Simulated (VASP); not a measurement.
# MgO (Pm) in VASP: further runs

MgO is run at these levels: r2SCAN; tasks: single point.

Everything below comes from runs of VASP 6.6.1. Logs are shortened: lines on timing, memory, paths and dates and some standing lists are left out, and cuts for length are marked.

## (1) The cell of the first run

Symmetry: Pm, No. 6, monoclinic system. The conventional cell has a = 2.938 Å, b = 2.680 Å, c = 2.938 Å, α = 90.00°, β = 120.00°, γ = 90.00°. Within 2.7 Å of Mg (site symmetry m) lie 6 O at 2.06 to 2.32 Å and 2 Mg at 2.68 Å. Within 2.7 Å of O (site symmetry m) lie 6 Mg at 2.06 to 2.32 Å and 2 O at 2.68 Å.

## (2) Single point, r2SCAN (all Mg atoms moved -0.200 Å, as atom 1 along Cartesian [1 -1 0])

POSCAR

```
MgO
1.0
    2.9380209034      0.0000000000      0.0000000000
   -1.4690104517      2.5444007392      0.0000000000
    0.0000000000      0.0000000000      2.6796800000
Mg O
1 1
Direct
   -0.0203442045      0.0555814004      0.0000000000
    0.3333333333      0.6666666667      0.5000000000
```

INCAR.step1

```
SYSTEM = MgO
ALGO     = Normal         ! electronic algorithm
EDIFF    = 1E-4           ! SCF threshold, eV
ENCUT    = 520            ! plane-wave cutoff, eV
GGA      = PE             ! functional
ISMEAR   = 0              ! smearing method
LASPH    = .True.         ! aspherical terms in the spheres
LCHARG   = .False.        ! write CHGCAR
LREAL    = .False.        ! projectors in reciprocal space
LWAVE    = .True.         ! write WAVECAR
NBANDS   = 11             ! bands
NELM     = 60             ! most SCF steps
PREC     = Accurate       ! precision mode
SIGMA    = 0.05           ! smearing width, eV
```

INCAR.step2

```
SYSTEM = MgO
ALGO     = Normal         ! electronic algorithm
EDIFF    = 1E-7           ! SCF threshold, eV
ENCUT    = 520            ! plane-wave cutoff, eV
ISIF     = 2              ! what is computed and relaxed
ISMEAR   = 0              ! smearing method
ISTART   = 1            
LASPH    = .True.         ! aspherical terms in the spheres
LCHARG   = .True.         ! write CHGCAR
LELF     = .True.         ! ELF
LMIXTAU  = .True.       
LREAL    = .False.        ! projectors in reciprocal space
LVHAR    = .True.       
LWAVE    = .False.        ! write WAVECAR
METAGGA  = R2SCAN         ! meta-GGA
NBANDS   = 11             ! bands
NELM     = 60             ! most SCF steps
PREC     = Accurate       ! precision mode
SIGMA    = 0.05           ! smearing width, eV
```

KPOINTS

```
k-points
0
Gamma
  9 9 8
  0 0 0
```

Potentials or basis: VASP PAW PBE potentials, release 64 (Mg, O).

Started as:

```console
$ cat potpaw_PBE.64/Mg/POTCAR potpaw_PBE.64/O/POTCAR > POTCAR
$ cp INCAR.step1 INCAR
$ mpirun -np 1 vasp_std > vasp.out
$ cp INCAR.step2 INCAR
$ mpirun -np 1 vasp_std > vasp.out
```

OUTCAR:

```text
SYSTEM = MgO
   EDIFF = 1E-7
   ENCUT = 520
   ISIF = 2
   ISMEAR = 0
   ISTART = 1
   LASPH = .True.
   LREAL = .False.
   METAGGA = R2SCAN
   NELM = 60
   PREC = Accurate

 ion  position               nearest neighbor table
   1  0.980  0.056  0.000-   2 2.06   2 2.06   2 2.13   2 2.13   2 2.32   2 2.32
   2  0.333  0.667  0.500-   1 2.06   1 2.06   1 2.13   1 2.13   1 2.32   1 2.32

  LATTYP: Found a hexagonal cell.
 ALAT       =     2.9380209034
 C/A-ratio  =     0.9120697531

  Lattice vectors:

 A1 = (   2.9380209034,   0.0000000000,   0.0000000000)
 A2 = (  -1.4690104517,   2.5444007392,   0.0000000000)
 A3 = (   0.0000000000,   0.0000000000,   2.6796800000)

Analysis of symmetry for initial positions (statically):
=====================================================================
 Subroutine PRICEL returns:
 Original cell was already a primitive cell.

 Routine SETGRP: Setting up the symmetry group for a
 hexagonal supercell.

 Subroutine GETGRP returns: Found  2 space group operations
 (whereof  2 operations were pure point group operations)
 out of a pool of 24 trial point group operations.

The static configuration has the point symmetry C_1h.

Analysis of symmetry for dynamics (positions and initial velocities):
=====================================================================
 Subroutine PRICEL returns:
 Original cell was already a primitive cell.

 Routine SETGRP: Setting up the symmetry group for a
 hexagonal supercell.

 Subroutine GETGRP returns: Found  2 space group operations
 (whereof  2 operations were pure point group operations)
 out of a pool of 24 trial point group operations.

The dynamic configuration has the point symmetry C_1h.

 Subroutine INISYM returns: Found  2 space group operations
 (whereof  2 operations are pure point group operations),
 and found     1 'primitive' translations

----------------------------------------------------------------------------------------

                                     Primitive cell

  volume of cell :      20.0320

  direct lattice vectors                    reciprocal lattice vectors
     2.938020903  0.000000000  0.000000000     0.340365175  0.196509926  0.000000000
    -1.469010452  2.544400739  0.000000000     0.000000000  0.393019851  0.000000000
     0.000000000  0.000000000  2.679680000     0.000000000  0.000000000  0.373178887

  length of vectors
     2.938020903  2.938020903  2.679680000     0.393019851  0.393019851  0.373178887

  position of ions in fractional coordinates (direct lattice)
     0.979655796  0.055581400  0.000000000
     0.333333333  0.666666667  0.500000000

  ion indices of the primitive-cell ions
   primitive index   ion index
                 1           1
                 2           2

----------------------------------------------------------------------------------------

 KPOINTS: k-points

Automatic generation of k-mesh.
 Grid dimensions read from file:
 generate k-points for:    9    9    8

 Generating k-lattice:

  Cartesian coordinates                     Fractional coordinates (reciprocal lattice)
     0.037818353  0.021834436  0.000000000     0.111111111 -0.000000000  0.000000000
     0.000000000  0.043668872  0.000000000     0.000000000  0.111111111  0.000000000
     0.000000000  0.000000000  0.046647361     0.000000000  0.000000000  0.125000000

  Length of vectors
     0.043668872  0.043668872  0.046647361

  Shift w.r.t. Gamma in fractional coordinates (k-lattice)
     0.000000000  0.000000000  0.000000000

 Subroutine IBZKPT returns following result:
 ===========================================

 Found    205 irreducible k-points:

 Following reciprocal coordinates:
            Coordinates               Weight
  0.000000  0.000000  0.000000      1.000000
  0.111111 -0.000000  0.000000      2.000000
  0.000000  0.111111  0.000000      2.000000
 -0.111111  0.111111  0.000000      2.000000
  0.222222 -0.000000  0.000000      2.000000
  0.000000  0.222222  0.000000      2.000000
[... 16 lines left out ...]
  0.333333  0.111111  0.000000      2.000000
 -0.111111  0.444444  0.000000      2.000000
 [... further k-points ...]
   k-points           NKPTS =    205   k-points in BZ     NKDIM =    205   number of bands    NBANDS=     11
   number of dos      NEDOS =    301   number of ions     NIONS =      2
   total plane-waves  NPLWV =  11520
   dimension x,y,z NGX =    24 NGY =   24 NGZ =   20
   dimension x,y,z NGXF=    48 NGYF=   48 NGZF=   40
   ions per type =               1   1
   NGX,Y,Z   is equivalent  to a cutoff of  13.58, 13.58, 12.41 a.u.
   NGXF,Y,Z  is equivalent  to a cutoff of  27.16, 27.16, 24.82 a.u.
 SYSTEM =  MgO
   PREC   = accura    normal or accurate (medium, high low for compatibility)
   ISTART =      1    job   : 0-new  1-cont  2-samecut
   ICHARG =      0    charge: 1-file 2-atom 10-const
   ISPIN  =      1    spin polarized calculation?
   LNONCOLLINEAR =      F non collinear calculations
   LSORBIT =      F    spin-orbit coupling
   LASPH  =      T    aspherical Exc in radial PAW
   ENCUT  =  520.0 eV  38.22 Ry    6.18 a.u.   5.46  5.46  4.98*2*pi/ulx,y,z
   NELM   =     60;   NELMIN=  2; NELMDL=  0     # of ELM steps
   EDIFF  = 0.1E-06   stopping-criterion for ELM
   LREAL  =      F    real-space projection
   EDIFFG = 0.1E-05   stopping-criterion for IOM
   NSW    =      0    number of steps for IOM
   IBRION =     -1    ionic relax: 0-MD 1-quasi-New 2-CG
   NFREE  =      0    steps in history (QN), initial steepest desc. (CG)
   ISIF   =      2    stress and relaxation
   ISYM   =      2    0-nonsym 1-usesym 2-fastsym
   POTIM  = 0.5000    time-step for ionic-motion
   TEBEG  =    0.0;   TEEND  =   0.0 temperature during run
   PSTRESS=    0.0 pullay stress
   NELECT =       8.0000    total number of electrons
   NUPDOWN=      -1.0000    fix difference up-down
   EMIN   =  10.00;   EMAX   =-10.00  energy-range for DOS
   EFERMI =   0.00;   METHOD = LEGACY
   ISMEAR =     0;   SIGMA  =   0.05  broadening in eV -4-tet -1-fermi 0-gaus
   EFERMI_NEDOS =   21; number of points for ismear=-14 and -15
   IALGO  =     38    algorithm
   IMIX   =      4    mixing-type and parameters
     AMIX     =   0.40;   BMIX     =  1.00
     AMIX_MAG =   1.60;   BMIX_MAG =  1.00
  volume/ion in A,a.u.               =      10.02        67.59
  Fermi-wavevector in a.u.,A,eV,Ry     =   1.205583  2.278221 19.775115  1.453430
  Thomas-Fermi vector in A             =   2.341275
   LORBIT       =      0    0 simple, 1 ext, 2 COOP (PROOUT), +10 PAW based schemes
   METAGGA = R2SCAN    functional components
   LHFCALC =     F    Hartree Fock is set to
   AEXX    =    0.0000 exact exchange contribution
   IVDW    =     0    specifies the selected vdW correction
   LEPSILON=     F    determine dielectric tensor
   LRPA    =     F    only Hartree local field effects (RPA)
 non-spin polarized calculation
 Gauss-broadening in eV      SIGMA  =   0.05
  energy-cutoff  :      520.00
  volume of cell :       20.03
 maximum number of plane-waves:       562
 NGX is ok and might be reduce to    24
   NGX = 11   NGY = 11   NGZ =  9

 number of electron       7.9999996 magnetization

 Free energy of the ion-electron system (eV)
  ---------------------------------------------------
  ext. energy  EPLUGINS =         0.00000000
  ---------------------------------------------------
  free energy    TOTEN  =       -15.34019184 eV

  energy without entropy =      -15.34019184  energy(sigma->0) =      -15.34019184

 E-fermi :   3.2928     XC(G=0): -11.2058

 val. band max:        3.0659585231   @ k =   0.0000   0.0000   0.5000
 cond. band min:       6.6586567774   @ k =   0.0000   0.0000   0.0000
 fundamental gap:      3.5926982543
 Fermi energy:         3.2928015278

 k-point     1 :       0.0000    0.0000    0.0000
  band No.  band energies     occupation
      1     -15.4687      2.00000
      2       2.1875      2.00000
      3       2.4521      2.00000
      4       2.4958      2.00000
      5       6.6587      0.00000
      6      15.8012      0.00000
      7      19.2137      0.00000
      8      19.9027      0.00000
      9      23.9091      0.00000
     10      25.1080      0.00000
     11      26.3758      0.00000

 k-point     2 :       0.1111   -0.0000    0.0000
  band No.  band energies     occupation
      1     -15.3634      2.00000
      2       1.5103      2.00000
      3       2.2862      2.00000
      4       2.5327      2.00000
      5       7.3717      0.00000
      6      15.8600      0.00000
      7      18.0668      0.00000
      8      20.3070      0.00000
      9      24.8596      0.00000
     10      25.1072      0.00000
     11      26.9470      0.00000

 k-point     3 :       0.0000    0.1111    0.0000
  band No.  band energies     occupation
      1     -15.3629      2.00000
      2       1.4845      2.00000
      3       2.3230      2.00000
      4       2.5308      2.00000
      5       7.3503      0.00000
      6      15.8581      0.00000
      7      18.0914      0.00000
      8      20.2484      0.00000
      9      24.8895      0.00000
     10      25.4046      0.00000
     11      26.7829      0.00000

 k-point     4 :      -0.1111    0.1111    0.0000
  band No.  band energies     occupation
      1     -15.3660      2.00000
      2       1.6606      2.00000
      3       2.0984      2.00000
      4       2.5405      2.00000
      5       7.4446      0.00000
      6      15.7420      0.00000
      7      18.7665      0.00000
      8      19.6155      0.00000
      9      24.8083      0.00000
     10      24.8209      0.00000
     11      27.0779      0.00000
[... 239 lines left out ...]
 k-point    22 :       0.3333   -0.1111    0.0000
  band No.  band energies     occupation
      1     -14.8619      2.00000
      2      -0.5615      2.00000
      3       1.5531      2.00000
      4       2.7210      2.00000
      5       9.7109      0.00000
      6      14.7989      0.00000
      7      17.8599      0.00000
      8      20.3126      0.00000
      9      23.6963      0.00000
     10      26.5193      0.00000
     11      27.8978      0.00000

 k-point    23 :       0.3333    0.1111    0.0000
  band No.  band energies     occupation
      1     -14.5535      2.00000
      2      -1.5156      2.00000
      3       1.3237      2.00000
      4       2.7918      2.00000
      5      10.4669      0.00000
      6      14.0705      0.00000
      7      17.6444      0.00000
      8      22.4667      0.00000
      9      23.3655      0.00000
     10      25.6437      0.00000
     11      27.7900      0.00000

 k-point    24 :      -0.1111    0.4444    0.0000
  band No.  band energies     occupation
      1     -14.5558      2.00000
      2      -1.5028      2.00000
      3       1.3053      2.00000
      4       2.7970      2.00000
      5      10.4096      0.00000
      6      14.3744      0.00000
      7      17.6524      0.00000
      8      21.5093      0.00000
      9      23.3799      0.00000
     10      26.3045      0.00000
     11      27.6517      0.00000

 [... further k-points ...]
[... 5 lines left out ...]
  --------------------------------------------------------------------------------------
  -------------------------------------------------------------------------------------
  Total       -0.4617715     -0.5325116     -0.5091602     -0.1495385      0.0000000      0.0000000
  in kB      -36.9329841    -42.5908484    -40.7231790    -11.9602506      0.0000000      0.0000000
  external PRESSURE =     -40.0823372 kB  Pullay stress =       0.0000000 kB

 VOLUME and BASIS-vectors are now :
 -----------------------------------------------------------------------------
  energy-cutoff  :      520.00
  volume of cell :       20.03
      direct lattice vectors                 reciprocal lattice vectors
     2.938020903  0.000000000  0.000000000     0.340365175  0.196509926  0.000000000
    -1.469010452  2.544400739  0.000000000     0.000000000  0.393019851  0.000000000
     0.000000000  0.000000000  2.679680000     0.000000000  0.000000000  0.373178887

 POSITION                                       TOTAL-FORCE (eV/Angst)
 -----------------------------------------------------------------------------------
      2.79660      0.14142      0.00000         0.243881     -0.501501      0.000000
     -0.00000      1.69627      1.33984        -0.243881      0.501501      0.000000
 -----------------------------------------------------------------------------------
    total drift:                               -0.000741      0.001782     -0.000000

  FREE ENERGIE OF THE ION-ELECTRON SYSTEM (eV)
  ---------------------------------------------------
  free  energy   TOTEN  =       -15.3401918368 eV

  energy  without entropy=      -15.3401918368  energy(sigma->0) =      -15.34019184
```

Wall time 2.3 min (1 thread of Intel Xeon 8259CL, shared host); peak memory 0.18 GiB.

Results:

```yaml
Free_energy: -15.3402 eV
Pressure: -4.0 GPa
Largest_force: 0.558 eV/Å
Band_gap_on_the_k_mesh: 3.59 eV (least direct gap 4.16 eV)
```

Forces in eV/Å, atoms in the order of the input:
```
Mg   0.244 -0.502  0.000
O   -0.244  0.502  0.000
```

Stress tensor (GPa, compression positive):
```
-3.69 -1.20  0.00
-1.20 -4.26  0.00
 0.00  0.00 -4.07
```

Caveat: the cell differs from its parent crystal (all Mg atoms moved -0.200 Å, as atom 1 along Cartesian [1 -1 0]); the cell stands under tension; the PAW data sets were made with another functional, which shifts forces and pressure a little; an odd mesh through Γ misses points on the zone boundary, where band edges can lie.

## (3) Single point, r2SCAN (all Mg atoms moved +0.150 Å, as atom 1 along Cartesian [1 -1 0])

POSCAR, as its differences from that of step 2:

```diff
@@ -8,3 +8,3 @@
 Direct
-   -0.0203442045      0.0555814004      0.0000000000
+    0.0152581534     -0.0416860503      0.0000000000
     0.3333333333      0.6666666667      0.5000000000
```

INCAR.step1

```
PREC     = Accurate       # precision mode
ENCUT    = 520            # plane-wave cutoff, eV
ISMEAR   = 0              # smearing method
SIGMA    = 0.05           # smearing width, eV
LREAL    = F              # projectors in reciprocal space
LASPH    = T              # aspherical terms in the spheres
NELM     = 100            # most SCF steps
NBANDS   = 11             # bands
GGA      = PE             # functional
ALGO     = Normal         # electronic algorithm
EDIFF    = 1E-4           # SCF threshold, eV
LWAVE    = T              # write WAVECAR
LCHARG   = F              # write CHGCAR
```

INCAR.step2

```
PREC     = Accurate       # precision mode
ENCUT    = 520            # plane-wave cutoff, eV
EDIFF    = 1E-7           # SCF threshold, eV
ISMEAR   = 0              # smearing method
SIGMA    = 0.05           # smearing width, eV
LREAL    = F              # projectors in reciprocal space
LASPH    = T              # aspherical terms in the spheres
NELM     = 100            # most SCF steps
ALGO     = Normal         # electronic algorithm
ISIF     = 2              # what is computed and relaxed
LWAVE    = F              # write WAVECAR
LCHARG   = T              # write CHGCAR
METAGGA  = R2SCAN         # meta-GGA
LMIXTAU  = T            
LELF     = T              # ELF
LVHAR    = T            
NBANDS   = 11             # bands
ISTART   = 1
```

KPOINTS

```
Automatic mesh
0
Gamma
  9 9 8
```

Potentials or basis: VASP PAW PBE potentials, release 64 (Mg, O).

Started as:

```console
$ cat potpaw_PBE.64/Mg/POTCAR potpaw_PBE.64/O/POTCAR > POTCAR
$ cp INCAR.step1 INCAR
$ mpirun -np 1 vasp_std > vasp.out
$ cp INCAR.step2 INCAR
$ mpirun -np 1 vasp_std > vasp.out
```

Wall time 2.1 min (1 thread of Intel Xeon 8259CL, shared host); peak memory 0.18 GiB.

The run converged. Its results:

```
Free energy            : -15.3537 eV
Pressure               : -4.6 GPa
Largest force          : 0.632 eV/Å
Band gap on the k mesh : 3.67 eV (least direct gap 4.17 eV)
```

Forces in eV/Å, atoms in the order of the input:
```
Mg  -0.514  0.369  0.000
O    0.514 -0.369  0.000
```

Stress tensor (GPa, compression positive):
```
-4.81 -0.29  0.00
-0.29 -4.32  0.00
 0.00  0.00 -4.79
```

Levels at points of the mesh, in eV from the valence-band top:
```tsv
k point	band 2	band 3	band 4	band 5	band 6	band 7
(0.00, 0.00, 0.00)	-0.77	-0.60	-0.50	3.67	12.82	16.34
(0.00, 0.00, 0.50)	-5.41	-0.34	0.00	9.10	9.74	18.40
```

Caveat: the cell differs from its parent crystal (all Mg atoms moved +0.150 Å, as atom 1 along Cartesian [1 -1 0]); the cell stands under tension; the PAW data sets were made with another functional, which shifts forces and pressure a little; an odd mesh through Γ misses points on the zone boundary, where band edges can lie.
